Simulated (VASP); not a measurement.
Wanted: the native input for a VASP 6.6.1 run.

```
Task                   : single point
Functional             : r2SCAN
Potentials or basis    : VASP PAW PBE potentials, release 64 (Sb)
Cutoff                 : 520 eV
k mesh                 : 8 × 8 × 8
Occupations            : fermi-dirac, width 0.1 eV
Spin                   : no spin polarisation
Dipole correction      : no
Further INCAR settings : ALGO = Normal; EDIFF = 1e-06; NBANDS = 8
```

Sb:

```
CELL_PARAMETERS angstrom
1.88634 1.88634 1.88634
-1.88634 1.88634 1.88634
-1.88634 -1.88634 1.88634
ATOMIC_POSITIONS crystal
Sb 0.00000 0.00000 0.00000
```

One way to write it, as run:

POSCAR

```
Sb
1.0
    1.8863414650      1.8863414650      1.8863414650
   -1.8863414650      1.8863414650      1.8863414650
   -1.8863414650     -1.8863414650      1.8863414650
Sb
1
Direct
    0.0000000000      0.0000000000      0.0000000000
```

INCAR.step1

```
SYSTEM = Sb
PREC = Accurate
ENCUT = 520
ISMEAR = -1
SIGMA = 0.1
LREAL = .False.
LASPH = .True.
NELM = 60
NBANDS = 8
GGA = PE
ALGO = Normal
EDIFF = 1E-4
LWAVE = .True.
LCHARG = .False.
```

INCAR.step2

```
SYSTEM = Sb
PREC = Accurate
ENCUT = 520
EDIFF = 1E-6
ISMEAR = -1
SIGMA = 0.1
LREAL = .False.
LASPH = .True.
NELM = 60
ALGO = Normal
ISIF = 2
LWAVE = .False.
LCHARG = .True.
METAGGA = R2SCAN
LMIXTAU = .True.
LELF = .True.
LVHAR = .True.
NBANDS = 8
ISTART = 1
```

KPOINTS

```
regular mesh
0
Gamma
  8 8 8
  0 0 0
```

Potentials or basis: VASP PAW PBE potentials, release 64 (Sb).

The run is started by

```sh
$ cat potpaw_PBE.64/Sb/POTCAR > POTCAR
$ cp INCAR.step1 INCAR
$ mpirun -np 1 vasp_std > vasp.out
$ cp INCAR.step2 INCAR
$ mpirun -np 1 vasp_std > vasp.out
```

It gave:

```
Pressure : -0.1 GPa
```

Caveat: the PAW data sets were made with another functional, which shifts forces and pressure a little.

Wall time 24 s on 1 thread of Intel Xeon 8259CL, on a shared host, peak memory 0.14 GiB.
